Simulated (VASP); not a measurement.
# Ga: relaxation of shape and atoms at fixed volume with PBE

Crystal: Ga.

```
Ga
1.0
     2.30850   -3.89615    0.00000
     2.30850    3.89615    0.00000
     0.00000    0.00000    4.60940
Ga
4
Direct
  0.84358 0.15642 0.08236
  0.65642 0.34358 0.58236
  0.15642 0.84358 0.91764
  0.34358 0.65642 0.41764
```

| Quantity | Value |
| --- | --- |
| Program | VASP 6.6.1 |
| Task | relaxation of shape and atoms at fixed volume |
| Functional | PBE |
| Potentials or basis | VASP PAW PBE potentials, release 64 (Ga_d) |
| Cutoff | 600 eV |
| k mesh | 10 × 10 × 10 |
| Occupations | gaussian, width 0.05 eV |
| Spin | no spin polarisation |
| Dipole correction | no |
| Further INCAR settings | ALGO = Fast; EDIFF = 1e-07; IBRION = 2; EDIFFG = -0.01; NSW = 60; ISIF = 4 |

The energy gained by relaxing is 0.0 meV/atom and the ionic steps are 2. The pressure after relaxing is -0.8 GPa, the largest force after relaxing is 0.007 eV/Å and the band gap on the k mesh is zero (bands 26 and 27 overlap by 1.29 eV).

Forces in eV/Å, atoms in the order of the input:
```
Ga   0.000  0.006 -0.003
Ga   0.000 -0.006 -0.003
Ga   0.000 -0.006  0.003
Ga   0.000  0.006  0.003
```

Final structure:
```
CELL_PARAMETERS angstrom
2.30862 -3.89554 0.00000
2.30862 3.89554 0.00000
0.00000 0.00000 4.60987
ATOMIC_POSITIONS crystal
Ga 0.84350 0.15650 0.08233
Ga 0.65650 0.34350 0.58233
Ga 0.15650 0.84350 0.91767
Ga 0.34350 0.65650 0.41767
```

Levels at points of the mesh, in eV from the Fermi level:
```tsv
k point	band 22	band 23	band 24	band 25	band 26	band 27	band 28	band 29	band 30	band 31
(0.00, 0.00, 0.00)	-4.16	-3.54	-1.90	-1.56	-0.56	0.91	0.97	1.19	4.79	5.20
(0.50, 0.00, 0.00)	-8.25	-3.34	-3.34	-1.18	-1.18	0.78	0.78	3.97	3.97	5.21
(0.50, 0.50, 0.00)	-6.89	-4.18	-3.01	-1.74	-1.37	1.17	1.36	3.10	3.71	4.19
(0.00, 0.00, 0.50)	-8.82	-0.41	-0.41	0.09	0.09	0.14	0.14	2.06	2.06	3.91
(0.50, 0.00, 0.50)	-6.92	-5.97	-5.97	-1.34	-1.34	0.57	0.57	6.84	6.85	7.51
(0.50, 0.50, 0.50)	-7.28	-5.11	-5.11	-1.10	-1.10	-0.90	-0.90	6.40	6.40	7.51
```

Wall time 21 min on 1 thread of Oxide Virtual Turin-like Processor, with other jobs on the host, peak memory 0.5 GiB.
